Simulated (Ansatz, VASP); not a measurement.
**Pt: VASP beside Ansatz**

File POSCAR:

```
Pt
1.0
    4.4399521037      0.0000000000      0.0000000000
   -2.2199760518      3.8451113134      0.0000000000
    0.0000000000      0.0000000000      2.6455363767
Pt
3
Direct
    1.0000000000      0.0000000000      1.0000000000
    0.3333333333      0.6666666667      0.5000000000
    0.6666666667      0.3333333333      0.5000000000
```

INCAR.step1

```
PREC     = Accurate       # precision mode
ENCUT    = 520            # plane-wave cutoff, eV
ISMEAR   = -1             # smearing method
SIGMA    = 0.1            # smearing width, eV
LREAL    = F              # projectors in reciprocal space
LASPH    = T              # aspherical terms in the spheres
NELM     = 100            # most SCF steps
NBANDS   = 22             # bands
GGA      = PE             # functional
ALGO     = Normal         # electronic algorithm
EDIFF    = 1E-4           # SCF threshold, eV
LWAVE    = T              # write WAVECAR
LCHARG   = F              # write CHGCAR
```

File INCAR.step2:

```
PREC     = Accurate       # precision mode
ENCUT    = 520            # plane-wave cutoff, eV
EDIFF    = 1E-7           # SCF threshold, eV
ISMEAR   = -1             # smearing method
SIGMA    = 0.1            # smearing width, eV
LREAL    = F              # projectors in reciprocal space
LASPH    = T              # aspherical terms in the spheres
NELM     = 100            # most SCF steps
ALGO     = Normal         # electronic algorithm
ISIF     = 2              # what is computed and relaxed
LWAVE    = F              # write WAVECAR
LCHARG   = F              # write CHGCAR
METAGGA  = R2SCAN         # meta-GGA
LMIXTAU  = T            
NBANDS   = 22             # bands
ISTART   = 1
```

The input KPOINTS:

```
regular mesh
0
Gamma
  9 9 13
```

Input for Ansatz:

```yaml
crystal:
  lattice:
    - [4.4399521037, 0.0, 0.0]
    - [-2.2199760518, 3.8451113134, 0.0]
    - [0.0, 0.0, 2.6455363767]
  atoms:
    - { symbol: Pt, position: [1.0, 0.0, 1.0] }
    - { symbol: Pt, position: [0.3333333333, 0.6666666667, 0.5] }
    - { symbol: Pt, position: [0.6666666667, 0.3333333333, 0.5] }
hamiltonian:
  xc: r2scan
  pseudopotentials:
    kind: paw
    azcp:
      Pt: "pseudopotentials/Pt.paw.azcp"
basis:
  ecutwfc: 500
  fft_grid_basis: typed
kpoints:
  mp_grid: { grid: [9, 9, 13], shift: [0, 0, 0] }
magnetization:
  spin_polarized: false
scf:
  occupations: { method: fermi_dirac, width: 0.1 }
  lower_state_search: "off"
output:
  stress: true
```

Alike in both runs: task single point; functional r2SCAN; k mesh 9 × 9 × 13; occupations fermi-dirac, width 0.1 eV; no spin polarisation.

|  | VASP | Ansatz |
| --- | --- | --- |
| version | VASP 6.6.1 | Ansatz 0.2.0 |
| potentials or method | VASP PAW PBE potentials, release 64 (Pt), cutoff 520 eV | plane waves (500 eV) with PAW, scalar-relativistic |
| valence electrons in the cell | 30 | 54 |

|  | VASP | Ansatz | Ansatz less VASP |
| --- | --- | --- | --- |
| pressure (GPa) | 12.4 | 11.6 | -0.79 |
| traceless stress, the component that is largest in VASP (GPa) | 0.58 | 0.48 | -0.096 |

VASP's potentials were made for PBE, not for r2SCAN. With one functional, cell and mesh, what is left measures potentials, basis and numerics. VASP's potentials hold 30 valence electrons a cell and Ansatz's 54, so a difference there can come from the potentials and not from the codes.

Spin-orbit coupling is off throughout.
